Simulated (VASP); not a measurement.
Write the native input for VASP 6.6.1 that does the following.

| Quantity | Value |
| --- | --- |
| Task | single point |
| Functional | r2SCAN |
| Potentials or basis | VASP PAW PBE potentials, release 64 (Ti_sv, N) |
| Cutoff | 520 eV |
| k mesh | 18 × 18 × 18 |
| Occupations | gaussian, width 0.1 eV |
| Spin | no spin polarisation |
| Dipole correction | no |
| Further INCAR settings | ALGO = Normal; EDIFF = 1e-06; NBANDS = 16 |

Crystal: TiN.

```
Ti N
1.0
     0.00000    2.11625    2.11625
     2.11625    0.00000    2.11625
     2.11625    2.11625    0.00000
Ti N
1 1
Direct
  0.00000 0.00000 0.00000
  0.50000 0.50000 0.50000
```

One way to write it, as run:

POSCAR

```
TiN
1.0
    0.0000000000      2.1162479299      2.1162479299
    2.1162479299      0.0000000000      2.1162479299
    2.1162479299      2.1162479299      0.0000000000
Ti N
1 1
Direct
    0.0000000000      0.0000000000      0.0000000000
    0.5000000000      0.5000000000      0.5000000000
```

INCAR.step1

```
SYSTEM = TiN
PREC = Accurate ; ENCUT = 520
ISMEAR = 0 ; SIGMA = 0.1
LREAL = .FALSE. ; LASPH = .TRUE.
NELM = 60 ; NBANDS = 16
GGA = PE ; ALGO = Normal
EDIFF = 1E-4 ; LWAVE = .TRUE.
LCHARG = .FALSE.
```

INCAR.step2

```
SYSTEM = TiN
PREC = Accurate ; ENCUT = 520
EDIFF = 1E-6 ; ISMEAR = 0
SIGMA = 0.1 ; LREAL = .FALSE.
LASPH = .TRUE. ; NELM = 60
ALGO = Normal ; ISIF = 2
LWAVE = .FALSE. ; LCHARG = .FALSE.
METAGGA = R2SCAN ; LMIXTAU = .TRUE.
NBANDS = 16 ; ISTART = 1
```

KPOINTS

```
regular mesh
0
G
  18 18 18
  0 0 0
```

Potentials or basis: VASP PAW PBE potentials, release 64 (Ti_sv, N).

Run with:

```console
$ cat potpaw_PBE.64/Ti_sv/POTCAR potpaw_PBE.64/N/POTCAR > POTCAR
$ cp INCAR.step1 INCAR
$ mpirun -np 1 vasp_std > vasp.out
$ cp INCAR.step2 INCAR
$ mpirun -np 1 vasp_std > vasp.out
```

It gave:

```
Pressure               : 1.5 GPa
Band gap on the k mesh : zero (an odd number of electrons rules out a gap without spin polarisation)
```

Caveat: the PAW data sets were made with another functional, which shifts forces and pressure a little.

Wall time 5.7 min on 1 thread of AMD EPYC 7R43 64-Core Processor (Zen 3) (shared host), peak memory 0.16 GiB.
